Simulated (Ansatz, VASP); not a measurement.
ZrS2: VASP beside Ansatz

The input INCAR:

```
SYSTEM = ZrS2
  PREC = Accurate
  ENCUT = 500
  EDIFF = 1E-6
  ISMEAR = 0
  SIGMA = 0.01
  LREAL = .FALSE.
  LASPH = .TRUE.
  NELM = 120
  ALGO = Normal
  ISIF = 2
  LWAVE = .FALSE.
  LCHARG = .FALSE.
  GGA = CA
  NBANDS = 19
  GGA_COMPAT = .FALSE.
```

File KPOINTS:

```
Automatic mesh
0
G
  4 4 2
  0 0 0
```

Contents of POSCAR:

```
ZrS2
1.0
    3.6913830000      0.0000000000      0.0000000000
   -1.8456910000      3.1968310000      0.0000000000
    0.0000000000      0.0000000000      6.0410770000
Zr S
1 2
Direct
    0.0000000000      0.0000000000      0.0000000000
    0.6666666667      0.3333333333      0.7620900000
    0.3333333333      0.6666666667      0.2379100000
```

Input for Ansatz:

```yaml
crystal:
  lattice:
    - [3.691383, 0.0, 0.0]
    - [-1.845691, 3.196831, 0.0]
    - [0.0, 0.0, 6.041077]
  atoms:
    - { symbol: Zr, position: [0.0, 0.0, 0.0] }
    - { symbol: S, position: [0.6666666666666666, 0.3333333333333333, 0.76209] }
    - { symbol: S, position: [0.3333333333333333, 0.6666666666666666, 0.23791] }
basis:
  ecutwfc: 470.0
kpoints:
  mp_grid:
    grid: [4, 4, 2]
  band_path:
    path:
      - [0.0, 0.0, 0.0]
      - [0.5, 0.0, 0.0]
      - [0.33333, 0.33333, 0.0]
      - [0.0, 0.0, 0.0]
      - [0.0, 0.0, 0.5]
      - [0.5, 0.0, 0.5]
      - [0.33333, 0.33333, 0.5]
      - [0.0, 0.0, 0.5]
    npoints: 6
hamiltonian:
  xc: lda
scf:
  max_iter: 150
  n_extra_bands: 6
  occupations:
    method: fixed
```

Alike in both runs: task single point; functional LDA; k mesh 4 × 4 × 2; no spin polarisation.

```csv
,VASP,Ansatz
version,VASP 6.6.1,Ansatz 0.2.0
potentials or method,"VASP PAW LDA potentials, release 64 (Zr_sv, S), cutoff 500 eV","plane waves, PAW"
occupations,"gaussian, width 0.01 eV",fixed
valence electrons in the cell,24,24
```

|  | VASP | Ansatz | Ansatz less VASP |
| --- | --- | --- | --- |
| gap on the k mesh at the Fermi level (eV) | 0.93 | 0.93 | +0.003 |

LDA's correlation is that of Perdew and Zunger in VASP and of Perdew and Wang (1992) in Ansatz.

The k mesh is coarse, so the values compare programs but aren't converged.
